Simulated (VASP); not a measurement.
Input of a VASP 6.6.1 run:

File INCAR:

```
SYSTEM = Rh
ALGO = Normal
EDIFF = 1E-6
ENCUT = 500
GGA_COMPAT = .FALSE.
ISIF = 2
ISMEAR = -1
LASPH = .TRUE.
LCHARG = .TRUE.
LELF = .TRUE.
LREAL = .FALSE.
LVHAR = .TRUE.
LWAVE = .FALSE.
NBANDS = 14
NELM = 120
PREC = Accurate
SIGMA = 0.05
```

Contents of KPOINTS:

```
k-points
0
G
  23 23 23
  0 0 0
```

Contents of POSCAR:

```
Rh
1.0
    0.0000000000      1.8769716198      1.8769716198
    1.8769716198      0.0000000000      1.8769716198
    1.8769716198      1.8769716198      0.0000000000
Rh
1
Direct
    0.0000000000      0.0000000000      0.0000000000
```

Potentials or basis: VASP PAW LDA potentials, release 64 (Rh_pv).

Run with:

```bash
$ cat potpaw_LDA.64/Rh_pv/POTCAR > POTCAR
$ mpirun -np 1 vasp_std > vasp.out
```

Predict the pressure.

1.0 GPa.

What does it give for the band gap on the k mesh?

Zero (an odd number of electrons rules out a gap without spin polarisation).
